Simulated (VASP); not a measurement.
## W (a cell with a defect): single point with PBE+D3(BJ)

W (a cell with a defect):

```
W
1.0
     6.32000    0.00000    0.00000
     0.00000    6.32000    0.00000
     0.00000    0.00000    6.32000
W
15
Direct
  0.24752 0.75248 0.75248
  0.50000 0.00000 0.00000
  0.00000 0.50000 0.00000
  0.00000 0.00000 0.50000
  0.24752 0.24752 0.24752
  0.50000 0.50000 0.00000
  0.50000 0.00000 0.50000
  0.75248 0.24752 0.24752
  0.00000 0.50000 0.50000
  0.24752 0.75248 0.24752
  0.24752 0.24752 0.75248
  0.50000 0.50000 0.50000
  0.75248 0.75248 0.24752
  0.75248 0.24752 0.75248
  0.75248 0.75248 0.75248
```

| Property | Result |
| --- | --- |
| Program | VASP 6.6.1 |
| Task | single point |
| Functional | PBE |
| Dispersion | D3(BJ) |
| Potentials or basis | VASP PAW PBE potentials, release 64 (W_sv) |
| Cutoff | 520 eV |
| k mesh | 3 × 3 × 3 |
| Occupations | gaussian, width 0.1 eV |
| Spin | no spin polarisation |

| Quantity | Value |
| --- | --- |
| Pressure | -6.5 GPa |
| Largest force | 0.021 eV/Å |
| Band gap on the k mesh | zero (bands 105 and 106 overlap by 0.01 eV) |
| Dispersion energy per atom | -0.654 eV |

Forces in eV/Å, atoms in the order of the input:
```
W   -0.012  0.012  0.012
W    0.000  0.000  0.000
W    0.000  0.000  0.000
W    0.000  0.000  0.000
W   -0.012 -0.012 -0.012
W    0.000  0.000  0.000
W    0.000  0.000  0.000
W    0.012 -0.012 -0.012
W    0.000  0.000  0.000
W   -0.012  0.012 -0.012
W   -0.012 -0.012  0.012
W    0.000  0.000  0.000
W    0.012  0.012 -0.012
W    0.012 -0.012  0.012
W    0.012  0.012  0.012
```

Levels at points of the mesh, in eV from the Fermi level:
```
           k point  band 102  band 103  band 104  band 105  band 106  band 107  band 108  band 109
(0.00, 0.00, 0.00)     -0.14     -0.05     -0.05     -0.05      1.07      1.07      1.07      1.13
```

Wall time 2.9 min on 1 thread of Intel(R) Xeon(R) Platinum 8375C CPU @ 2.90GHz (Ice Lake), on a shared host, peak memory 0.36 GiB.

Caveat: spin-orbit coupling is left out, which moves the levels of the heavy elements.
